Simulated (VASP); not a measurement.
Crystal: Cu.

```xyz
1
Lattice="-1.4428 1.4428 1.3761 1.4428 -1.4428 1.3761 1.4428 1.4428 -1.3761" Properties=species:S:1:pos:R:3 pbc="T T T"
Cu    0.0000    0.0000    0.0000
```

- Program: VASP 6.6.1
- Task: relaxation of cell and atoms
- Functional: LDA
- Potentials or basis: VASP PAW LDA potentials, release 64 (Cu)
- Cutoff: 600 eV
- k mesh: 15 × 15 × 15
- Occupations: fermi-dirac, width 0.05 eV
- Spin: no spin polarisation

At the start: pressure -6.9 GPa; volume 11.46 Å³/atom.

Where does the relaxation end?

Over 3 steps the energy falls by 10.7 meV/atom and the volume is 10.98 Å³/atom (-4.1 %); space group I4/mmm (No. 139, to 0.05 Å).

The path:
```
step  energy change (eV)  largest force (eV/Å)  pressure (GPa)  volume (Å³)
   1              0.0000                0.0000           -6.89        11.46
   2             -0.0049                0.0000            5.85        10.66
   3             -0.0107                0.0000           -0.01        10.98
```

Final structure:
```cif
data_structure
_symmetry_space_group_name_H-M 'P 1'
_symmetry_Int_Tables_number 1
_cell_length_a 2.4268
_cell_length_b 2.4268
_cell_length_c 2.4268
_cell_angle_alpha 108.187
_cell_angle_beta 108.187
_cell_angle_gamma 112.072
_cell_volume 10.98
loop_
_atom_site_label
_atom_site_type_symbol
_atom_site_fract_x
_atom_site_fract_y
_atom_site_fract_z
_atom_site_occupancy
Cu1 Cu 0.00000 0.00000 0.00000 1
```
